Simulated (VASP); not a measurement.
Write the native input for VASP 6.6.1 that does the following.

* Task: single point
* Functional: LDA
* Potentials or basis: VASP PAW LDA potentials, release 64 (Sn_d, S)
* Cutoff: 500 eV
* k mesh: 6 × 6 × 2
* Occupations: gaussian, width 0.01 eV
* Spin: no spin polarisation
* Dipole correction: no
* Further INCAR settings: ALGO = Normal; EDIFF = 1e-06; NBANDS = 20

The structure of SnS2 (Berndtite-2T) lies in POSCAR:

```
SnS2
1.0
    3.6390000000      0.0000000000      0.0000000000
   -1.8195000000      3.1514660000      0.0000000000
    0.0000000000      0.0000000000      5.8680000000
Sn S
1 2
Direct
    0.0000000000      0.0000000000      0.0000000000
    0.3333333333      0.6666666667      0.2500000000
    0.6666666667      0.3333333333      0.7500000000
```

The input as run:

INCAR

```
PREC = Accurate
ENCUT = 500
EDIFF = 1E-6
ISMEAR = 0
SIGMA = 0.01
LREAL = F
LASPH = T
NELM = 120
ALGO = Normal
ISIF = 2
LWAVE = F
LCHARG = F
GGA = CA
NBANDS = 20
GGA_COMPAT = F
```

KPOINTS

```
Automatic mesh
0
Gamma
  6 6 2
```

Potentials or basis: VASP PAW LDA potentials, release 64 (Sn_d, S).

The run is started by

```sh
$ cat potpaw_LDA.64/Sn_d/POTCAR potpaw_LDA.64/S/POTCAR > POTCAR
$ mpirun -np 1 vasp_std > vasp.out
```

Results of the run:

```json
{"Pressure": "-0.7 GPa", "Band gap on the k mesh": "1.36 eV, indirect (least direct gap 1.77 eV)"}
```

Caveat: the k points lie up to 0.54 Å⁻¹ apart; spin-orbit coupling is left out, which moves the levels of the heavy elements.

Run time: 18 s on 1 thread of Intel(R) Xeon(R) Platinum 8488C (Sapphire Rapids), with other jobs on the host, peak memory 0.16 GiB.
